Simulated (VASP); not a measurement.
# SiO2 (Pnnm) in VASP: single point with LDA

Aim: the single point of SiO2 with LDA.

All numbers are computed with VASP 6.6.1; they aren't measurements. Logs are shortened: lines on timing, memory, paths and dates and some standing lists are left out, and cuts for length are marked.

### 1 The cell of the first run

The structure is orthorhombic, space group Pnnm (No. 58). The conventional cell has a = 3.864 Å, b = 4.155 Å, c = 2.661 Å, α = 90.00°, β = 90.00°, γ = 90.00°. Si (site symmetry 2/m) has 6 O at 1.73 to 1.75 Å within 2.3 Å. O (site symmetry m) has 3 Si at 1.73 to 1.75 Å and 1 O at 2.21 Å within 2.3 Å.

### 2 Single point, LDA (atoms displaced along a vibrational mode, the cell strained)

The input, INCAR:

```
SYSTEM = SiO2
ALGO = Normal ; EDIFF = 1E-6
ENCUT = 520 ; ISIF = 2
ISMEAR = 0 ; LASPH = .TRUE.
LCHARG = .FALSE. ; LREAL = .FALSE.
LWAVE = .FALSE. ; NBANDS = 25
NELM = 100 ; PREC = Accurate
SIGMA = 0.05
```

The input, KPOINTS:

```
k-points
0
G
  6 6 8
  0 0 0
```

The input, POSCAR:

```
SiO2
1.0
    4.1551517022      0.0000000000      0.0000000000
    0.0000000000      3.8642910830      0.0000000000
    0.0000000000      0.0000000000      2.6613102772
Si O
2 4
Direct
    0.5000000000      0.5000000000      0.5000000000
    0.0000000000      0.0000000000      0.0000000000
    0.6655294275      0.7233211713      0.0000000000
    0.1655294275      0.7766788287      0.5000000000
    0.3344705725      0.2766788287      0.0000000000
    0.8344705725      0.2233211713      0.5000000000
```

Potentials or basis: VASP PAW LDA potentials, release 64 (Si, O).

On the command line:

```sh
cat potpaw_LDA.64/Si/POTCAR potpaw_LDA.64/O/POTCAR > POTCAR
mpirun -np 1 vasp_std > vasp.out
```

OUTCAR:

```text
SYSTEM = SiO2
   EDIFF = 1E-6
   ENCUT = 520
   ISIF = 2
   ISMEAR = 0
   LASPH = .TRUE.
   LREAL = .FALSE.
   NELM = 100
   PREC = Accurate

 ion  position               nearest neighbor table
   1  0.500  0.500  0.500-   3 1.73   5 1.73   3 1.73   5 1.73   4 1.75   6 1.75   2 3.13   2 3.13
                             2 3.13   2 3.13   2 3.13   2 3.13   2 3.13   2 3.13
   2  0.000  0.000  0.000-   4 1.73   6 1.73   4 1.73   6 1.73   5 1.75   3 1.75   1 3.13   1 3.13
                             1 3.13   1 3.13   1 3.13   1 3.13   1 3.13   1 3.13
   3  0.666  0.723  0.000-   1 1.73   1 1.73   2 1.75
   4  0.166  0.777  0.500-   2 1.73   2 1.73   1 1.75
   5  0.334  0.277  0.000-   1 1.73   1 1.73   2 1.75
   6  0.834  0.223  0.500-   2 1.73   2 1.73   1 1.75

  LATTYP: Found a simple orthorhombic cell.
 ALAT       =     2.6613102772
 B/A-ratio  =     1.4520257619
 C/A-ratio  =     1.5613180236

  Lattice vectors:

 A1 = (   0.0000000000,   0.0000000000,  -2.6613102772)
 A2 = (   0.0000000000,   3.8642910830,   0.0000000000)
 A3 = (   4.1551517022,   0.0000000000,   0.0000000000)

Analysis of symmetry for initial positions (statically):
=====================================================================
 Subroutine PRICEL returns:
 Original cell was already a primitive cell.

 Routine SETGRP: Setting up the symmetry group for a
 simple orthorhombic supercell.

 Subroutine GETGRP returns: Found  8 space group operations
 (whereof  4 operations were pure point group operations)
 out of a pool of  8 trial point group operations.

The static configuration has the point symmetry C_2h.
 The point group associated with its full space group is D_2h.

Analysis of symmetry for dynamics (positions and initial velocities):
=====================================================================
 Subroutine PRICEL returns:
 Original cell was already a primitive cell.

 Routine SETGRP: Setting up the symmetry group for a
 simple orthorhombic supercell.

 Subroutine GETGRP returns: Found  8 space group operations
 (whereof  4 operations were pure point group operations)
 out of a pool of  8 trial point group operations.

The dynamic configuration has the point symmetry C_2h.
 The point group associated with its full space group is D_2h.

 Subroutine INISYM returns: Found  8 space group operations
 (whereof  4 operations are pure point group operations),
 and found     1 'primitive' translations

----------------------------------------------------------------------------------------

                                     Primitive cell

  volume of cell :      42.7319

  direct lattice vectors                    reciprocal lattice vectors
     4.155151702  0.000000000  0.000000000     0.240665100  0.000000000  0.000000000
     0.000000000  3.864291083  0.000000000     0.000000000  0.258779677  0.000000000
     0.000000000  0.000000000  2.661310277     0.000000000  0.000000000  0.375754758

  length of vectors
     4.155151702  3.864291083  2.661310277     0.240665100  0.258779677  0.375754758

  position of ions in fractional coordinates (direct lattice)
     0.500000000  0.500000000  0.500000000
     0.000000000  0.000000000  0.000000000
     0.665529427  0.723321171  0.000000000
     0.165529427  0.776678829  0.500000000
     0.334470573  0.276678829  0.000000000
     0.834470573  0.223321171  0.500000000

  ion indices of the primitive-cell ions
   primitive index   ion index
                 1           1
                 2           2
                 3           3
                 4           4
                 5           5
                 6           6

----------------------------------------------------------------------------------------

 KPOINTS: k-points

Automatic generation of k-mesh.
 Grid dimensions read from file:
 generate k-points for:    6    6    8

 Generating k-lattice:

  Cartesian coordinates                     Fractional coordinates (reciprocal lattice)
     0.040110850  0.000000000  0.000000000     0.166666667  0.000000000  0.000000000
     0.000000000  0.043129946  0.000000000     0.000000000  0.166666667  0.000000000
     0.000000000  0.000000000  0.046969345     0.000000000  0.000000000  0.125000000

  Length of vectors
     0.040110850  0.043129946  0.046969345

  Shift w.r.t. Gamma in fractional coordinates (k-lattice)
     0.000000000  0.000000000  0.000000000

 Subroutine IBZKPT returns following result:
 ===========================================

 Found     80 irreducible k-points:

 Following reciprocal coordinates:
            Coordinates               Weight
  0.000000  0.000000  0.000000      1.000000
  0.166667  0.000000  0.000000      2.000000
  0.333333  0.000000  0.000000      2.000000
  0.500000  0.000000  0.000000      1.000000
  0.000000  0.166667  0.000000      2.000000
  0.166667  0.166667  0.000000      4.000000
[... 16 lines left out ...]
  0.333333  0.166667  0.125000      8.000000
  0.500000  0.166667  0.125000      4.000000
 [... further k-points ...]
   k-points           NKPTS =     80   k-points in BZ     NKDIM =     80   number of bands    NBANDS=     25
   number of dos      NEDOS =    301   number of ions     NIONS =      6
   total plane-waves  NPLWV =  19200
   dimension x,y,z NGX =    32 NGY =   30 NGZ =   20
   dimension x,y,z NGXF=    64 NGYF=   60 NGZF=   40
   ions per type =               2   4
   NGX,Y,Z   is equivalent  to a cutoff of  12.80, 12.91, 12.49 a.u.
   NGXF,Y,Z  is equivalent  to a cutoff of  25.61, 25.81, 24.99 a.u.
 SYSTEM =  SiO2
   PREC   = accura    normal or accurate (medium, high low for compatibility)
   ISTART =      0    job   : 0-new  1-cont  2-samecut
   ICHARG =      2    charge: 1-file 2-atom 10-const
   ISPIN  =      1    spin polarized calculation?
   LNONCOLLINEAR =      F non collinear calculations
   LSORBIT =      F    spin-orbit coupling
   LASPH  =      T    aspherical Exc in radial PAW
   ENCUT  =  520.0 eV  38.22 Ry    6.18 a.u.   7.73  7.19  4.95*2*pi/ulx,y,z
   NELM   =    100;   NELMIN=  2; NELMDL= -5     # of ELM steps
   EDIFF  = 0.1E-05   stopping-criterion for ELM
   LREAL  =      F    real-space projection
   EDIFFG = 0.1E-04   stopping-criterion for IOM
   NSW    =      0    number of steps for IOM
   IBRION =     -1    ionic relax: 0-MD 1-quasi-New 2-CG
   NFREE  =      0    steps in history (QN), initial steepest desc. (CG)
   ISIF   =      2    stress and relaxation
   ISYM   =      2    0-nonsym 1-usesym 2-fastsym
   POTIM  = 0.5000    time-step for ionic-motion
   TEBEG  =    0.0;   TEEND  =   0.0 temperature during run
   PSTRESS=    0.0 pullay stress
   NELECT =      32.0000    total number of electrons
   NUPDOWN=      -1.0000    fix difference up-down
   EMIN   =  10.00;   EMAX   =-10.00  energy-range for DOS
   EFERMI =   0.00;   METHOD = LEGACY
   ISMEAR =     0;   SIGMA  =   0.05  broadening in eV -4-tet -1-fermi 0-gaus
   EFERMI_NEDOS =   21; number of points for ismear=-14 and -15
   IALGO  =     38    algorithm
   IMIX   =      4    mixing-type and parameters
     AMIX     =   0.40;   BMIX     =  1.00
     AMIX_MAG =   1.60;   BMIX_MAG =  1.00
  volume/ion in A,a.u.               =       7.12        48.06
  Fermi-wavevector in a.u.,A,eV,Ry     =   1.486645  2.809353 30.070437  2.210115
  Thomas-Fermi vector in A             =   2.599906
   LORBIT       =      0    0 simple, 1 ext, 2 COOP (PROOUT), +10 PAW based schemes
   GGA     = CA    functional components
   LHFCALC =     F    Hartree Fock is set to
   AEXX    =    0.0000 exact exchange contribution
   IVDW    =     0    specifies the selected vdW correction
   LEPSILON=     F    determine dielectric tensor
   LRPA    =     F    only Hartree local field effects (RPA)
 non-spin polarized calculation
 Gauss-broadening in eV      SIGMA  =   0.05
  energy-cutoff  :      520.00
  volume of cell :       42.73
 maximum number of plane-waves:      1176
 NGX is ok and might be reduce to    32
   NGX = 15   NGY = 15   NGZ =  9

 number of electron      31.9999970 magnetization

 Free energy of the ion-electron system (eV)
  ---------------------------------------------------
  ext. energy  EPLUGINS =         0.00000000
  ---------------------------------------------------
  free energy    TOTEN  =       -51.51954869 eV

  energy without entropy =      -51.51954869  energy(sigma->0) =      -51.51954869

 E-fermi :   9.2036     XC(G=0): -13.2072

 val. band max:        8.9005276241   @ k =   0.0000   0.0000   0.0000
 cond. band min:      15.4336493095   @ k =   0.0000   0.0000   0.0000
 fundamental gap:      6.5331216854
 Fermi energy:         9.2035912095

 k-point     1 :       0.0000    0.0000    0.0000
  band No.  band energies     occupation
      1     -13.8533      2.00000
      2      -9.6097      2.00000
      3      -9.3701      2.00000
      4      -9.3584      2.00000
      5      -1.7926      2.00000
      6       2.1543      2.00000
[... 17 lines left out ...]
     24      25.4787      0.00000
     25      25.8387      0.00000

 k-point     2 :       0.1667    0.0000    0.0000
  band No.  band energies     occupation
      1     -13.6948      2.00000
      2     -10.4721      2.00000
      3      -9.2880      2.00000
      4      -8.8209      2.00000
      5      -1.6140      2.00000
      6       2.3004      2.00000
[... 17 lines left out ...]
     24      24.7916      0.00000
     25      25.5464      0.00000

 k-point     3 :       0.3333    0.0000    0.0000
  band No.  band energies     occupation
      1     -13.2285      2.00000
      2     -11.5289      2.00000
      3      -9.0664      2.00000
      4      -8.6347      2.00000
      5      -1.0453      2.00000
      6       1.0322      2.00000
[... 17 lines left out ...]
     24      23.7337      0.00000
     25      24.7510      0.00000

 k-point     4 :       0.5000    0.0000    0.0000
  band No.  band energies     occupation
      1     -12.4857      2.00000
      2     -12.4857      2.00000
      3      -8.7923      2.00000
      4      -8.7923      2.00000
      5      -0.1240      2.00000
      6      -0.1240      2.00000
[... 17 lines left out ...]
     24      23.1884      0.00000
     25      24.2533      0.00000

 k-point     5 :       0.0000    0.1667    0.0000
  band No.  band energies     occupation
      1     -13.6713      2.00000
      2     -10.1909      2.00000
      3      -9.5285      2.00000
      4      -8.9504      2.00000
      5      -1.5822      2.00000
      6       1.3703      2.00000
[... 17 lines left out ...]
     24      24.6601      0.00000
     25      25.3569      0.00000

 k-point     6 :       0.1667    0.1667    0.0000
  band No.  band energies     occupation
      1     -13.5161      2.00000
      2     -10.5555      2.00000
      3      -9.6447      2.00000
      4      -8.7521      2.00000
      5      -1.3684      2.00000
      6       1.5394      2.00000
[... 17 lines left out ...]
     24      24.1210      0.00000
     25      25.5560      0.00000
[... 393 lines left out ...]
 k-point    21 :       0.0000    0.1667    0.1250
  band No.  band energies     occupation
      1     -13.4553      2.00000
      2     -10.0782      2.00000
      3      -9.4200      2.00000
      4      -8.9377      2.00000
      5      -1.4986      2.00000
      6       1.4937      2.00000
[... 17 lines left out ...]
     24      24.1246      0.00000
     25      24.2876      0.00000

 k-point    22 :       0.1667    0.1667    0.1250
  band No.  band energies     occupation
      1     -13.3032      2.00000
      2     -10.4330      2.00000
      3      -9.5291      2.00000
      4      -8.7440      2.00000
      5      -1.2565      2.00000
      6       1.3341      2.00000
[... 17 lines left out ...]
     24      23.7299      0.00000
     25      24.3485      0.00000

 k-point    23 :       0.3333    0.1667    0.1250
  band No.  band energies     occupation
      1     -12.8582      2.00000
      2     -11.2869      2.00000
      3      -9.3444      2.00000
      4      -8.7578      2.00000
      5      -0.6138      2.00000
      6       0.9635      2.00000
[... 17 lines left out ...]
     24      23.2365      0.00000
     25      24.1965      0.00000

 k-point    24 :       0.5000    0.1667    0.1250
  band No.  band energies     occupation
      1     -12.1587      2.00000
      2     -12.1587      2.00000
      3      -9.0245      2.00000
      4      -9.0245      2.00000
      5       0.2204      2.00000
      6       0.2204      2.00000
[... 17 lines left out ...]
     24      21.9382      0.00000
     25      24.3606      0.00000

 [... further k-points ...]
[... 5 lines left out ...]
  --------------------------------------------------------------------------------------
  -------------------------------------------------------------------------------------
  Total        6.3599466      9.9459867      3.6705568      0.0000000      0.0000000      0.0000000
  in kB      238.4579579    372.9118874    137.6227718      0.0000000      0.0000000      0.0000000
  external PRESSURE =     249.6642057 kB  Pullay stress =       0.0000000 kB

 VOLUME and BASIS-vectors are now :
 -----------------------------------------------------------------------------
  energy-cutoff  :      520.00
  volume of cell :       42.73
      direct lattice vectors                 reciprocal lattice vectors
     4.155151702  0.000000000  0.000000000     0.240665100  0.000000000  0.000000000
     0.000000000  3.864291083  0.000000000     0.000000000  0.258779677  0.000000000
     0.000000000  0.000000000  2.661310277     0.000000000  0.000000000  0.375754758

 POSITION                                       TOTAL-FORCE (eV/Angst)
 -----------------------------------------------------------------------------------
      2.07758      1.93215      1.33066         0.000000      0.000000      0.000000
      0.00000      0.00000      0.00000         0.000000      0.000000      0.000000
      2.76538      2.79512      0.00000         0.767527      0.336193      0.000000
      0.68780      3.00131      1.33066         0.767527     -0.336193      0.000000
      1.38978      1.06917      0.00000        -0.767527     -0.336193      0.000000
      3.46735      0.86298      1.33066        -0.767527      0.336193      0.000000
 -----------------------------------------------------------------------------------
    total drift:                                0.000000     -0.000000      0.000000

  FREE ENERGIE OF THE ION-ELECTRON SYSTEM (eV)
  ---------------------------------------------------
  free  energy   TOTEN  =       -51.5195486861 eV

  energy  without entropy=      -51.5195486861  energy(sigma->0) =      -51.51954869
```

Wall time 84 s (1 thread of AMD EPYC 7R13, shared host); peak memory 0.15 GiB.

Results:

| Item | Value |
| --- | --- |
| Free energy | -51.5195 eV |
| Pressure | 25.0 GPa |
| Largest force | 0.838 eV/Å |
| Band gap on the k mesh | 6.53 eV |

Forces in eV/Å, atoms in the order of the input:
```
Si   0.000  0.000  0.000
Si   0.000  0.000  0.000
O    0.768  0.336  0.000
O    0.768 -0.336  0.000
O   -0.768 -0.336  0.000
O   -0.768  0.336  0.000
```

Stress tensor (GPa, compression positive):
```
23.85  0.00  0.00
 0.00 37.29  0.00
 0.00  0.00 13.76
```

Caveat: the cell differs from its parent crystal (atoms displaced along a vibrational mode, the cell strained); the cell stands under pressure.
